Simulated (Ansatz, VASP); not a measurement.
**Two plane-wave programs on SrB4Pt**

Contents of INCAR:

```
  PREC = Accurate
  ENCUT = 600
  EDIFF = 1E-7
  ISMEAR = 0
  SIGMA = 0.1
  LREAL = F
  LASPH = T
  NELM = 100
  ALGO = Normal
  ISIF = 3
  LWAVE = F
  LCHARG = F
  GGA = PE
  IBRION = 2
  NSW = 100
  EDIFFG = -0.01
```

Contents of KPOINTS:

```
regular mesh
0
Gamma
  12 12 4
```

File POSCAR:

```
SrB4Pt
1.0
    3.1354781744      0.0000000000      0.0000000000
    0.0000000000      3.1354781744      0.0000000000
    0.0000000000      0.0000000000      8.7763606640
Sr B Pt
1 4 1
Direct
    0.0000000000      0.0000000000      0.5000000000
    0.5000000000      0.5000000000      0.2762808863
    0.5000000000      0.5000000000      0.9063693733
    0.5000000000      0.5000000000      0.0936306267
    0.5000000000      0.5000000000      0.7237191137
    0.0000000000      0.0000000000      0.0000000000
```

Input for Ansatz:

```yaml
crystal:
  lattice:
    - [3.1354781744, 0.0, 0.0]
    - [0.0, 3.1354781744, 0.0]
    - [0.0, 0.0, 8.776360664]
  atoms:
    - { symbol: Sr, position: [0.0, 0.0, 0.5] }
    - { symbol: B, position: [0.5, 0.5, 0.2762808863] }
    - { symbol: B, position: [0.5, 0.5, 0.9063693733] }
    - { symbol: B, position: [0.5, 0.5, 0.0936306267] }
    - { symbol: B, position: [0.5, 0.5, 0.7237191137] }
    - { symbol: Pt, position: [0.0, 0.0, 0.0] }
basis:
  ecutwfc: 420
kpoints:
  mp_grid: { grid: [12, 12, 4] }
hamiltonian:
  xc: pbe
scf:
  occupations: { method: gaussian, width: 0.1 }
output:
  forces: true
  stress: true
  eigenvalues: true
  write_density: true
  write_potential: true
  elf: true
  volumetric_format: npy
relax:
  adjacent_minimum: "off"
  f_tol: 0.01
  max_steps: 80
  cell: { stress_tol: 0.05 }
```

Change from the starting cell: species swapped into the MnFeSi4 type (P4/mmm, No. 123).

Alike in both runs: task relaxation of cell and atoms; functional PBE; k mesh 12 × 12 × 4; occupations gaussian, width 0.1 eV; no spin polarisation.

|  | VASP | Ansatz |
| --- | --- | --- |
| version | VASP 6.6.1 | Ansatz 0.2.0 |
| potentials or method | VASP PAW PBE potentials, release 64 (Sr_sv, B, Pt), cutoff 600 eV | scalar-relativistic, plane waves, PAW |
| valence electrons in the cell | 32 | 40 |

VASP gave:

- gap on the k mesh at the Fermi level, each at its own relaxed structure (eV): none
- relaxed volume (Å³/atom): 14.43
- relaxed cell length with the largest relative difference (Å): 8.753

Question: Which values does Ansatz return?

Answer: gap on the k mesh at the Fermi level, each at its own relaxed structure (eV): none; relaxed volume (Å³/atom): 14.41; relaxed cell length with the largest relative difference (Å): 8.747.

A gap of «none» marks a metal or a gap that the smearing closes. VASP's potentials hold 32 valence electrons a cell and Ansatz's 40, so a difference there can come from the potentials and not from the codes.

Spin-orbit coupling is off throughout.
